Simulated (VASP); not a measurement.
# Si16O (a cell with a defect): single point with PBE

Si16O (a cell with a defect):

```
Si O
1.0
     0.00000    5.43000    5.43000
     5.43000    0.00000    5.43000
     5.43000    5.43000    0.00000
Si O
16 1
Direct
  0.95562 0.04722 0.00870
  0.12348 0.12751 0.12587
  0.99658 0.98441 0.50185
  0.12947 0.07462 0.65234
  0.99897 0.49689 0.00145
  0.11593 0.57778 0.16899
  0.00406 0.44614 0.54003
  0.12648 0.60889 0.62797
  0.49695 0.01608 0.99835
  0.58454 0.17913 0.12079
  0.50086 0.00044 0.49580
  0.62240 0.12526 0.62428
  0.47221 0.55068 0.99539
  0.62299 0.64057 0.12834
  0.50055 0.49976 0.50250
  0.62902 0.62465 0.62399
  0.93456 0.81250 0.18949
```

```json
{
  "Program": "VASP 6.6.1",
  "Task": "single point",
  "Functional": "PBE",
  "Potentials or basis": "VASP PAW PBE potentials, release 64 (Si, O)",
  "Cutoff": "520 eV",
  "k mesh": "2 × 2 × 2",
  "Occupations": "gaussian, width 0.05 eV",
  "Spin": "collinear spin, ferromagnetic start",
  "Starting moments": "[0.0, 0.0, 0.0, 0.0, 0.0, 0.0, 0.0, 0.0, 0.0, 0.0, 0.0, 0.0, 0.0, 0.0, 0.0, 0.0, 1.0] μB"
}
```

The pressure is 4.3 GPa, the largest force is 0.067 eV/Å and the band gap on the k mesh is 0.49 eV. The net moment is 0.00 μB per cell. The valence electrons inside the program's atomic spheres are Si 1.69, 1.72, 1.71, 1.68, 1.70 (each value once); O 5.17.

Forces in eV/Å, atoms in the order of the input:
```
Si   0.019 -0.039  0.051
Si   0.001 -0.001  0.002
Si  -0.001  0.001 -0.001
Si   0.006 -0.003  0.001
Si  -0.002  0.001  0.000
Si  -0.050  0.041 -0.019
Si   0.000  0.000  0.004
Si   0.001 -0.001 -0.001
Si   0.002  0.000 -0.004
Si  -0.004 -0.001  0.002
Si   0.000  0.001 -0.002
Si   0.001  0.001  0.001
Si  -0.003  0.005 -0.001
Si  -0.001 -0.002 -0.001
Si  -0.002 -0.002 -0.001
Si   0.003 -0.001  0.000
O    0.031  0.000 -0.032
```

Stress tensor (GPa, compression positive):
```
 4.24 -1.14  1.51
-1.14  4.54 -1.15
 1.51 -1.15  4.23
```

Levels at points of the mesh, in eV from the valence-band top:
Spin up:
```tsv
k point	band 33	band 34	band 35	band 36	band 37	band 38
(0.00, 0.00, 0.00)	-0.32	-0.06	0.00	0.49	0.79	0.82
(0.50, 0.00, 0.00)	-0.80	-0.61	-0.54	1.32	1.43	1.59
(0.00, 0.50, 0.00)	-0.67	-0.66	-0.06	1.16	1.46	1.55
(0.00, 0.00, 0.50)	-0.79	-0.61	-0.54	1.32	1.43	1.60
(0.50, 0.50, 0.50)	-0.75	-0.63	-0.56	1.21	1.47	1.62
(0.50, 0.50, 0.00)	-1.26	-1.18	-0.49	1.28	1.47	2.33
(0.00, 0.50, 0.50)	-1.26	-1.18	-0.50	1.28	1.47	2.33
(0.50, 0.00, 0.50)	-1.33	-1.02	-0.94	1.43	1.48	2.31
```
Spin down:
```csv
k point,band 32,band 33,band 34,band 35,band 36,band 37,band 38,band 39
"(0.00, 0.00, 0.00)",-0.92,-0.32,-0.06,0.00,0.49,0.79,0.82,0.99
"(0.50, 0.00, 0.00)",-1.21,-0.80,-0.61,-0.54,1.32,1.43,1.59,1.71
"(0.00, 0.50, 0.00)",-0.74,-0.67,-0.66,-0.06,1.16,1.46,1.55,1.56
"(0.00, 0.00, 0.50)",-1.22,-0.79,-0.61,-0.54,1.32,1.43,1.60,1.71
"(0.50, 0.50, 0.50)",-1.22,-0.75,-0.63,-0.56,1.21,1.47,1.62,1.67
"(0.50, 0.50, 0.00)",-1.43,-1.26,-1.18,-0.49,1.28,1.47,2.33,2.41
"(0.00, 0.50, 0.50)",-1.43,-1.26,-1.18,-0.50,1.28,1.47,2.33,2.41
"(0.50, 0.00, 0.50)",-1.36,-1.33,-1.02,-0.94,1.43,1.48,2.31,2.41
```

Run time: 14 min on 1 thread of Oxide Virtual Turin-like Processor, with other jobs on the host, peak memory 0.68 GiB.

Caveat: the k points lie up to 0.50 Å⁻¹ apart; semilocal functionals underestimate gaps, and a narrow one can read as zero.
